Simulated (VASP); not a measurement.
# SrO (R-3m) in VASP: further runs

SrO is run at these levels: PBE; tasks: single point.

Program: VASP 6.6.1. These are calculated values, not measurements. Logs are shortened: lines on timing, memory, paths and dates and some standing lists are left out, and cuts for length are marked.

## Step 1: The cell of the first run

The structure is trigonal, space group R-3m (No. 166). Conventional cell: a = 3.575 Å, b = 3.575 Å, c = 27.729 Å, α = 90.00°, β = 90.00°, γ = 120.00°. Sr (site symmetry -3m) has 6 O at 2.59 Å and 2 Sr at 3.11 Å within 3.4 Å. Sr (site symmetry 3m) has 6 O at 2.56 to 2.58 Å and 1 Sr at 3.11 Å within 3.4 Å. Within 3.4 Å of O (site symmetry -3m) lie 6 Sr at 2.56 Å. O (site symmetry 3m) has 6 Sr at 2.58 to 2.59 Å within 3.4 Å.

## Step 2: Single point, PBE (17.06 Å³/atom)

Contents of INCAR:

```
SYSTEM = SrO
ALGO     = Normal         ! electronic algorithm
EDIFF    = 1E-7           ! SCF threshold, eV
ENCUT    = 520            ! plane-wave cutoff, eV
GGA      = PE             ! functional
ISIF     = 2              ! what is computed and relaxed
ISMEAR   = 0              ! smearing method
LASPH    = .True.         ! aspherical terms in the spheres
LCHARG   = .False.        ! write CHGCAR
LREAL    = .False.        ! projectors in reciprocal space
LWAVE    = .False.        ! write WAVECAR
NBANDS   = 33             ! bands
NELM     = 100            ! most SCF steps
PREC     = Accurate       ! precision mode
SIGMA    = 0.02           ! smearing width, eV
```

Contents of KPOINTS:

```
k-points
0
Gamma
  6 6 6
  0 0 0
```

Contents of POSCAR:

```
SrO
1.0
    1.7877472558      1.0321563594      9.2429292712
   -1.7877472558      1.0321563594      9.2429292712
    0.0000000000     -2.0643127188      9.2429292712
Sr O
3 3
Direct
    0.5000000000      0.5000000000      0.5000000000
    0.6123332442      0.6123332442      0.6123332442
    0.3876667558      0.3876667558      0.3876667558
    0.0000000000      0.0000000000      0.0000000000
    0.7771001438      0.7771001438      0.7771001438
    0.2228998562      0.2228998562      0.2228998562
```

Potentials or basis: VASP PAW PBE potentials, release 64 (Sr_sv, O).

Run with:

```
$ cat potpaw_PBE.64/Sr_sv/POTCAR potpaw_PBE.64/O/POTCAR > POTCAR
$ mpirun -np 1 vasp_std > vasp.out
```

OUTCAR:

```text
SYSTEM = SrO
   EDIFF = 1E-7
   ENCUT = 520
   GGA = PE
   ISIF = 2
   ISMEAR = 0
   LASPH = .True.
   LREAL = .False.
   NELM = 100
   PREC = Accurate

 ion  position               nearest neighbor table
   1  0.500  0.500  0.500-   6 2.59   6 2.59   5 2.59   5 2.59   6 2.59   5 2.59   3 3.11   2 3.11
                             3 4.74   2 4.74   3 4.74   2 4.74   2 4.74   3 4.74   3 4.74   2 4.74
   2  0.612  0.612  0.612-   4 2.56   4 2.56   4 2.56   6 2.58   6 2.58   6 2.58   1 3.11   3 3.65
                             3 3.65   3 3.65   1 4.74   1 4.74   1 4.74   1 4.74   1 4.74   1 4.74
   3  0.388  0.388  0.388-   4 2.56   4 2.56   4 2.56   5 2.58   5 2.58   5 2.58   1 3.11   2 3.65
                             2 3.65   2 3.65   1 4.74   1 4.74   1 4.74   1 4.74   1 4.74   1 4.74
   4  0.000  0.000  0.000-   2 2.56   2 2.56   3 2.56   3 2.56   2 2.56   3 2.56
   5  0.777  0.777  0.777-   3 2.58   3 2.58   3 2.58   1 2.59   1 2.59   1 2.59
   6  0.223  0.223  0.223-   2 2.58   2 2.58   2 2.58   1 2.59   1 2.59   1 2.59

  LATTYP: Found a trigonal (rhomboedric) cell.
 ALAT       =     9.4706456228
 COS(alpha) =     0.9287338885

  Lattice vectors:

 A1 = (   1.7877472558,   1.0321563594,   9.2429292712)
 A2 = (  -1.7877472558,   1.0321563594,   9.2429292712)
 A3 = (   0.0000000000,  -2.0643127188,   9.2429292712)

Analysis of symmetry for initial positions (statically):
=====================================================================
 Subroutine PRICEL returns:
 Original cell was already a primitive cell.

 Routine SETGRP: Setting up the symmetry group for a
 trigonal (rhombohedral) supercell.

 Subroutine GETGRP returns: Found 12 space group operations
 (whereof 12 operations were pure point group operations)
 out of a pool of 12 trial point group operations.

The static configuration has the point symmetry D_3d.

Analysis of symmetry for dynamics (positions and initial velocities):
=====================================================================
 Subroutine PRICEL returns:
 Original cell was already a primitive cell.

 Routine SETGRP: Setting up the symmetry group for a
 trigonal (rhombohedral) supercell.

 Subroutine GETGRP returns: Found 12 space group operations
 (whereof 12 operations were pure point group operations)
 out of a pool of 12 trial point group operations.

The dynamic configuration has the point symmetry D_3d.

 Subroutine INISYM returns: Found 12 space group operations
 (whereof 12 operations are pure point group operations),
 and found     1 'primitive' translations

----------------------------------------------------------------------------------------

                                     Primitive cell

  volume of cell :     102.3322

  direct lattice vectors                    reciprocal lattice vectors
     1.787747256  1.032156359  9.242929271     0.279681593  0.161474243  0.036063603
    -1.787747256  1.032156359  9.242929271    -0.279681593  0.161474243  0.036063603
     0.000000000 -2.064312719  9.242929271     0.000000000 -0.322948486  0.036063603

  length of vectors
     9.470645623  9.470645623  9.470645623     0.324955855  0.324955855  0.324955855

  position of ions in fractional coordinates (direct lattice)
     0.500000000  0.500000000  0.500000000
     0.612333244  0.612333244  0.612333244
     0.387666756  0.387666756  0.387666756
     0.000000000  0.000000000  0.000000000
     0.777100144  0.777100144  0.777100144
     0.222899856  0.222899856  0.222899856

  ion indices of the primitive-cell ions
   primitive index   ion index
                 1           1
                 2           2
                 3           3
                 4           4
                 5           5
                 6           6

----------------------------------------------------------------------------------------

 KPOINTS: k-points

Automatic generation of k-mesh.
 Grid dimensions read from file:
 generate k-points for:    6    6    6

 Generating k-lattice:

  Cartesian coordinates                     Fractional coordinates (reciprocal lattice)
     0.046613599  0.026912374  0.006010601     0.166666667  0.000000000  0.000000000
    -0.046613599  0.026912374  0.006010601     0.000000000  0.166666667  0.000000000
     0.000000000 -0.053824748  0.006010601     0.000000000  0.000000000  0.166666667

  Length of vectors
     0.054159309  0.054159309  0.054159309

  Shift w.r.t. Gamma in fractional coordinates (k-lattice)
     0.000000000  0.000000000  0.000000000

 Subroutine IBZKPT returns following result:
 ===========================================

 Found     32 irreducible k-points:

 Following reciprocal coordinates:
            Coordinates               Weight
  0.000000  0.000000  0.000000      1.000000
  0.166667 -0.000000  0.000000      6.000000
  0.333333 -0.000000  0.000000      6.000000
  0.500000 -0.000000  0.000000      3.000000
  0.166667  0.166667  0.000000      6.000000
  0.333333  0.166667  0.000000     12.000000
[... 16 lines left out ...]
  0.500000  0.500000  0.166667      6.000000
 -0.333333  0.500000  0.166667     12.000000
 [... further k-points ...]
   k-points           NKPTS =     32   k-points in BZ     NKDIM =     32   number of bands    NBANDS=     33
   number of dos      NEDOS =    301   number of ions     NIONS =      6
   total plane-waves  NPLWV = 343000
   dimension x,y,z NGX =    70 NGY =   70 NGZ =   70
   dimension x,y,z NGXF=   140 NGYF=  140 NGZF=  140
   ions per type =               3   3
   NGX,Y,Z   is equivalent  to a cutoff of  12.29, 12.29, 12.29 a.u.
   NGXF,Y,Z  is equivalent  to a cutoff of  24.58, 24.58, 24.58 a.u.
 SYSTEM =  SrO
   PREC   = accura    normal or accurate (medium, high low for compatibility)
   ISTART =      0    job   : 0-new  1-cont  2-samecut
   ICHARG =      2    charge: 1-file 2-atom 10-const
   ISPIN  =      1    spin polarized calculation?
   LNONCOLLINEAR =      F non collinear calculations
   LSORBIT =      F    spin-orbit coupling
   LASPH  =      T    aspherical Exc in radial PAW
   ENCUT  =  520.0 eV  38.22 Ry    6.18 a.u.  17.61 17.61 17.61*2*pi/ulx,y,z
   NELM   =    100;   NELMIN=  2; NELMDL= -5     # of ELM steps
   EDIFF  = 0.1E-06   stopping-criterion for ELM
   LREAL  =      F    real-space projection
   EDIFFG = 0.1E-05   stopping-criterion for IOM
   NSW    =      0    number of steps for IOM
   IBRION =     -1    ionic relax: 0-MD 1-quasi-New 2-CG
   NFREE  =      0    steps in history (QN), initial steepest desc. (CG)
   ISIF   =      2    stress and relaxation
   ISYM   =      2    0-nonsym 1-usesym 2-fastsym
   POTIM  = 0.5000    time-step for ionic-motion
   TEBEG  =    0.0;   TEEND  =   0.0 temperature during run
   PSTRESS=    0.0 pullay stress
   NELECT =      48.0000    total number of electrons
   NUPDOWN=      -1.0000    fix difference up-down
   EMIN   =  10.00;   EMAX   =-10.00  energy-range for DOS
   EFERMI =   0.00;   METHOD = LEGACY
   ISMEAR =     0;   SIGMA  =   0.02  broadening in eV -4-tet -1-fermi 0-gaus
   EFERMI_NEDOS =   21; number of points for ismear=-14 and -15
   IALGO  =     38    algorithm
   IMIX   =      4    mixing-type and parameters
     AMIX     =   0.40;   BMIX     =  1.00
     AMIX_MAG =   1.60;   BMIX_MAG =  1.00
  volume/ion in A,a.u.               =      17.06       115.10
  Fermi-wavevector in a.u.,A,eV,Ry     =   1.271992  2.403717 22.013735  1.617964
  Thomas-Fermi vector in A             =   2.404895
   LORBIT       =      0    0 simple, 1 ext, 2 COOP (PROOUT), +10 PAW based schemes
   GGA     = PE    functional components
   LHFCALC =     F    Hartree Fock is set to
   AEXX    =    0.0000 exact exchange contribution
   IVDW    =     0    specifies the selected vdW correction
   LEPSILON=     F    determine dielectric tensor
   LRPA    =     F    only Hartree local field effects (RPA)
 non-spin polarized calculation
 Gauss-broadening in eV      SIGMA  =   0.02
  energy-cutoff  :      520.00
  volume of cell :      102.33
 maximum number of plane-waves:      2800
   NGX = 35   NGY = 35   NGZ = 35

 number of electron      48.0000001 magnetization

 Free energy of the ion-electron system (eV)
  ---------------------------------------------------
  ext. energy  EPLUGINS =         0.00000000
  ---------------------------------------------------
  free energy    TOTEN  =       -35.50308942 eV

  energy without entropy =      -35.50308942  energy(sigma->0) =      -35.50308942

 E-fermi :   1.8409     XC(G=0): -10.0031

 val. band max:        1.7488132257   @ k =   0.0000   0.0000   0.0000
 cond. band min:       5.2144452345   @ k =   0.5000   0.5000   0.0000
 fundamental gap:      3.4656320088
 Fermi energy:         1.8409338137

 k-point     1 :       0.0000    0.0000    0.0000
  band No.  band energies     occupation
      1     -30.9857      2.00000
      2     -30.8267      2.00000
      3     -30.8212      2.00000
      4     -14.9087      2.00000
      5     -14.8609      2.00000
      6     -13.4043      2.00000
[... 25 lines left out ...]
     32       8.7434      0.00000
     33       8.9818      0.00000

 k-point     2 :       0.1667   -0.0000    0.0000
  band No.  band energies     occupation
      1     -30.9568      2.00000
      2     -30.8078      2.00000
      3     -30.7919      2.00000
      4     -14.8345      2.00000
      5     -14.6795      2.00000
      6     -13.9568      2.00000
[... 25 lines left out ...]
     32       8.7895      0.00000
     33       9.3787      0.00000
[... 754 lines left out ...]
     32      10.1696      0.00000
     33      10.3635      0.00000

 k-point    24 :      -0.3333    0.5000    0.1667
  band No.  band energies     occupation
      1     -30.8637      2.00000
      2     -30.7600      2.00000
      3     -30.6982      2.00000
      4     -14.7751      2.00000
      5     -14.5466      2.00000
      6     -14.0789      2.00000
[... 25 lines left out ...]
     32       9.9917      0.00000
     33      10.5240      0.00000

 [... further k-points ...]

------------------------ aborting loop because EDIFF is reached ----------------------------------------

  FORCE on cell =-STRESS in cart. coord.  units (eV):
  Direction    XX          YY          ZZ          XY          YZ          ZX
  --------------------------------------------------------------------------------------
  -------------------------------------------------------------------------------------
  Total        2.0676088      2.0676088      2.1477004      0.0000000      0.0000000      0.0000000
  in kB       32.3717705     32.3717705     33.6257347      0.0000000      0.0000000      0.0000000
  external PRESSURE =      32.7897585 kB  Pullay stress =       0.0000000 kB

 VOLUME and BASIS-vectors are now :
 -----------------------------------------------------------------------------
  energy-cutoff  :      520.00
  volume of cell :      102.33
      direct lattice vectors                 reciprocal lattice vectors
     1.787747256  1.032156359  9.242929271     0.279681593  0.161474243  0.036063603
    -1.787747256  1.032156359  9.242929271    -0.279681593  0.161474243  0.036063603
     0.000000000 -2.064312719  9.242929271     0.000000000 -0.322948486  0.036063603

 POSITION                                       TOTAL-FORCE (eV/Angst)
 -----------------------------------------------------------------------------------
      0.00000      0.00000     13.86439         0.000000      0.000000      0.000000
      0.00000      0.00000     16.97926         0.000000     -0.000000      0.004198
      0.00000      0.00000     10.74953         0.000000      0.000000     -0.004198
      0.00000      0.00000      0.00000         0.000000     -0.000000      0.000000
      0.00000      0.00000     21.54804         0.000000      0.000000      0.000685
      0.00000      0.00000      6.18074         0.000000     -0.000000     -0.000685
 -----------------------------------------------------------------------------------
    total drift:                                0.000000     -0.000000     -0.000000

  FREE ENERGIE OF THE ION-ELECTRON SYSTEM (eV)
  ---------------------------------------------------
  free  energy   TOTEN  =       -35.5030894196 eV

  energy  without entropy=      -35.5030894196  energy(sigma->0) =      -35.50308942
```

It took 22 min on 1 thread of AMD EPYC 7R13 (Zen 3), shared host; peak memory 0.64 GiB.

What came out:

```yaml
Free_energy: -35.5031 eV
Pressure: 3.3 GPa
Largest_force: 0.004 eV/Å
Band_gap_on_the_k_mesh: 3.47 eV (least direct gap 3.56 eV)
```

Forces in eV/Å, atoms in the order of the input:
```
Sr   0.000  0.000  0.000
Sr   0.000  0.000  0.004
Sr   0.000  0.000 -0.004
O    0.000  0.000  0.000
O    0.000  0.000  0.001
O    0.000  0.000 -0.001
```

Caveat: the cell stands under pressure. A k mesh can miss the band edges.

## Step 3: Single point, PBE

This run uses another cell than the first one, of 17.57 Å³/atom.

Contents of INCAR:

```
SYSTEM = SrO
  ALGO = Normal
  EDIFF = 1E-7
  ENCUT = 520
  GGA = PE
  ISIF = 2
  ISMEAR = 0
  LASPH = .True.
  LCHARG = .False.
  LREAL = .False.
  LWAVE = .False.
  NBANDS = 33
  NELM = 100
  PREC = Accurate
  SIGMA = 0.1
```

KPOINTS is that of step 2.

Contents of POSCAR:

```
SrO
1.0
    1.8063736030      1.0429102842      9.3258320186
   -1.8063736030      1.0429102842      9.3258320186
    0.0000000000     -2.0858205736      9.3258320180
Sr O
3 3
Direct
    0.5000000000      0.5000000000      0.5000000000
    0.6123856134      0.6123856134      0.6123856134
    0.3876143866      0.3876143866      0.3876143866
    0.0000000000      0.0000000000      0.0000000000
    0.7770788191      0.7770788191      0.7770788191
    0.2229211809      0.2229211809      0.2229211809
```

Potentials or basis: VASP PAW PBE potentials, release 64 (Sr_sv, O).

Run with:

```
$ cat potpaw_PBE.64/Sr_sv/POTCAR potpaw_PBE.64/O/POTCAR > POTCAR
$ mpirun -np 1 vasp_std > vasp.out
```

It took 21 min on 1 thread of AMD EPYC 7R13 (Zen 3), shared host; peak memory 0.7 GiB.

The run converged. Its results:

```yaml
Free_energy: -35.5417 eV
Pressure: 0.6 GPa
Largest_force: 0.011 eV/Å
Band_gap_on_the_k_mesh: 3.46 eV (least direct gap 3.57 eV)
```

Forces on the atoms (eV/Å):
```
Sr   0.000  0.000  0.000
Sr   0.000  0.000  0.011
Sr   0.000  0.000 -0.011
O    0.000  0.000  0.000
O    0.000  0.000  0.000
O    0.000  0.000  0.000
```

Stress tensor (GPa, compression positive):
```
0.56 0.00 0.00
0.00 0.56 0.00
0.00 0.00 0.68
```

Levels at points of the mesh, in eV from the valence-band top:
```csv
k point,band 20,band 21,band 22,band 23,band 24,band 25,band 26,band 27,band 28,band 29
"(0.00, 0.00, 0.00)",-0.66,-0.66,-0.13,0.00,0.00,3.58,4.52,5.77,6.31,6.31
"(0.50, 0.00, 0.00)",-0.90,-0.61,-0.50,-0.46,-0.28,3.86,4.40,6.04,6.85,7.66
"(0.50, 0.50, 0.00)",-1.04,-0.76,-0.53,-0.29,-0.11,3.46,5.16,5.70,7.16,7.43
"(0.50, 0.50, 0.50)",-0.72,-0.38,-0.38,-0.19,-0.19,4.30,4.67,5.14,5.77,6.55
```

A k mesh can miss the band edges.

## Step 4: Single point, PBE

This run uses another cell than the first one, of 17.58 Å³/atom.

Contents of INCAR:

```
SYSTEM = SrO
ALGO = Normal ; EDIFF = 1E-6
ENCUT = 520 ; GGA = PE
ISIF = 2 ; ISMEAR = 0
LASPH = .True. ; LCHARG = .False.
LREAL = .False. ; LWAVE = .False.
NBANDS = 33 ; NELM = 60
PREC = Accurate ; SIGMA = 0.02
```

KPOINTS is that of step 3.

Contents of POSCAR:

```
SrO
1.0
    1.8068827286      1.0432042297      9.3280357606
   -1.8068827286      1.0432042297      9.3280357606
    0.0000000000     -2.0864084595      9.3280357606
Sr O
3 3
Direct
    0.5000000000      0.5000000000      0.5000000000
    0.6124063137      0.6124063137      0.6124063137
    0.3875936863      0.3875936863      0.3875936863
    0.0000000000      0.0000000000      0.0000000000
    0.7770653443      0.7770653443      0.7770653443
    0.2229346557      0.2229346557      0.2229346557
```

Run with:

```
$ cat potpaw_PBE.64/Sr_sv/POTCAR potpaw_PBE.64/O/POTCAR > POTCAR
$ mpirun -np 1 vasp_std > vasp.out
```

It took 17 min on 1 thread of AMD EPYC 7R13 (Zen 3), shared host; peak memory 0.71 GiB.

Results (log left out):

| Property | Result |
| --- | --- |
| Free energy | -35.5420 eV |
| Pressure | 0.5 GPa |
| Largest force | 0.004 eV/Å |
| Band gap on the k mesh | 3.46 eV (least direct gap 3.57 eV) |

Forces in eV/Å, atoms in the order of the input:
```
Sr   0.000  0.000  0.000
Sr   0.000  0.000  0.004
Sr   0.000  0.000 -0.004
O    0.000  0.000  0.000
O    0.000  0.000  0.001
O    0.000  0.000 -0.001
```

Stress tensor (GPa, compression positive):
```
0.49 0.00 0.00
0.00 0.49 0.00
0.00 0.00 0.61
```

Levels at points of the mesh, in eV from the valence-band top:
```tsv
k point	band 22	band 23	band 24	band 25	band 26	band 27
(0.00, 0.00, 0.00)	-0.13	0.00	0.00	3.57	4.51	5.76
(0.50, 0.00, 0.00)	-0.50	-0.46	-0.28	3.86	4.40	6.04
(0.50, 0.50, 0.00)	-0.53	-0.29	-0.12	3.46	5.16	5.70
(0.50, 0.50, 0.50)	-0.38	-0.19	-0.19	4.29	4.66	5.13
```

A k mesh can miss the band edges.

## Step 5: Single point, PBE (18.11 Å³/atom)

This run uses another cell than the first one, of 18.11 Å³/atom.

Contents of INCAR:

```
  PREC = Accurate
  ENCUT = 520
  EDIFF = 1E-6
  ISMEAR = 0
  SIGMA = 0.02
  LREAL = F
  LASPH = T
  NELM = 80
  ALGO = Normal
  ISIF = 2
  LWAVE = F
  LCHARG = F
  GGA = PE
  NBANDS = 33
```

Contents of KPOINTS:

```
regular mesh
0
Gamma
  6 6 6
```

Contents of POSCAR:

```
SrO
1.0
    1.8255391985      1.0539755477      9.4125009924
   -1.8255391985      1.0539755477      9.4125009924
    0.0000000000     -2.1079510953      9.4125009924
Sr O
3 3
Direct
    0.5000000000      0.5000000000      0.5000000000
    0.6124733411      0.6124733411      0.6124733411
    0.3875266589      0.3875266589      0.3875266589
    0.0000000000      0.0000000000      0.0000000000
    0.7770341535      0.7770341535      0.7770341535
    0.2229658465      0.2229658465      0.2229658465
```

Run with:

```
$ cat potpaw_PBE.64/Sr_sv/POTCAR potpaw_PBE.64/O/POTCAR > POTCAR
$ mpirun -np 1 vasp_std > vasp.out
```

It took 15 min on 1 thread of AMD EPYC 7R13 (Zen 3), shared host; peak memory 0.7 GiB.

It converged, with:

* Free energy: -35.5309 eV
* Pressure: -1.8 GPa
* Largest force: 0.005 eV/Å
* Band gap on the k mesh: 3.41 eV

Forces in eV/Å, atoms in the order of the input:
```
Sr   0.000  0.000  0.000
Sr   0.000  0.000  0.005
Sr   0.000  0.000 -0.005
O    0.000  0.000  0.000
O    0.000  0.000  0.000
O    0.000  0.000  0.000
```

Stress tensor (GPa, compression positive):
```
-1.83  0.00  0.00
 0.00 -1.83  0.00
 0.00  0.00 -1.74
```

Levels at points of the mesh, in eV from the valence-band top:
| k point | band 22 | band 23 | band 24 | band 25 | band 26 | band 27 |
| --- | --- | --- | --- | --- | --- | --- |
| (0.00, 0.00, 0.00) | -0.13 | 0.00 | 0.00 | 3.41 | 4.45 | 5.65 |
| (0.50, 0.00, 0.00) | -0.50 | -0.46 | -0.28 | 3.84 | 4.36 | 5.94 |
| (0.50, 0.50, 0.00) | -0.55 | -0.31 | -0.13 | 3.45 | 5.10 | 5.62 |
| (0.50, 0.50, 0.50) | -0.37 | -0.17 | -0.17 | 4.20 | 4.46 | 4.96 |

A k mesh can miss the band edges.

[end of part 1 of 2]
